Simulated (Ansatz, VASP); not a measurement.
**Ti: VASP beside Ansatz**

Contents of POSCAR:

```
Ti
1.0
    0.0000000000     -3.2517897414      0.0000000000
   -3.2517897414      0.0000000000      0.0000000000
    0.0000000000      0.0000000000     -3.2517897414
Ti
2
Direct
    0.5000000000      0.5000000000      0.5307522958
    0.0000000000      0.0000000000     -0.0307522958
```

File INCAR.step1:

```
SYSTEM = Ti
  ALGO = Normal
  EDIFF = 1E-4
  ENCUT = 520
  GGA = PE
  ISMEAR = 0
  LASPH = .TRUE.
  LCHARG = .FALSE.
  LREAL = .FALSE.
  LWAVE = .TRUE.
  NBANDS = 19
  NELM = 100
  PREC = Accurate
  SIGMA = 0.15
```

INCAR.step2

```
SYSTEM = Ti
  ALGO = Normal
  EDIFF = 1E-6
  ENCUT = 520
  ISIF = 2
  ISMEAR = 0
  ISTART = 1
  LASPH = .TRUE.
  LCHARG = .FALSE.
  LMIXTAU = .TRUE.
  LREAL = .FALSE.
  LWAVE = .FALSE.
  METAGGA = R2SCAN
  NBANDS = 19
  NELM = 100
  PREC = Accurate
  SIGMA = 0.15
```

The input KPOINTS:

```
k-points
0
G
  18 18 18
  0 0 0
```

Input for Ansatz:

```yaml
crystal:
  lattice:
    - [0.0, -3.2517897414, 0.0]
    - [-3.2517897414, 0.0, 0.0]
    - [0.0, 0.0, -3.2517897414]
  atoms:
    - { symbol: Ti, position: [0.5, 0.5, 0.5307522958] }
    - { symbol: Ti, position: [0.0, 0.0, -0.0307522958] }
basis:
  ecutwfc: 500
kpoints:
  mp_grid: { grid: [18, 18, 18] }
hamiltonian:
  xc: r2scan
scf:
  occupations: { method: gaussian, width: 0.15 }
output:
  forces: true
  stress: true
  eigenvalues: true
  write_density: true
  write_potential: true
  elf: true
  volumetric_format: npy
```

Change from the starting cell: mode 4 (222.4 1/cm) frozen in, largest displacement -0.100 Å.

Alike in both runs: task single point; functional r2SCAN; k mesh 18 × 18 × 18; occupations gaussian, width 0.15 eV; no spin polarisation.

```csv
,VASP,Ansatz
version,VASP 6.6.1,Ansatz 0.2.0
potentials or method,"VASP PAW PBE potentials, release 64 (Ti_sv), cutoff 520 eV","scalar-relativistic, plane waves, PAW"
valence electrons in the cell,24,24
```

Ansatz gave:

```
gap on the k mesh at the Fermi level (eV)                     : none
pressure (GPa)                                                : 1.2
traceless stress, the component that is largest in VASP (GPa) : -0.52
rms of the force components (eV/Å)                            : 0.561
```

Question: What did VASP give for the same quantities?

Answer: gap on the k mesh at the Fermi level (eV): none; pressure (GPa): 1.6; traceless stress, the component that is largest in VASP (GPa): -0.54; rms of the force components (eV/Å): 0.571.

VASP's potentials were made for PBE, not for r2SCAN. Atom by atom the forces differ by 0.010 eV/Å (rms over components). A gap of «none» marks a metal or a gap that the smearing closes.
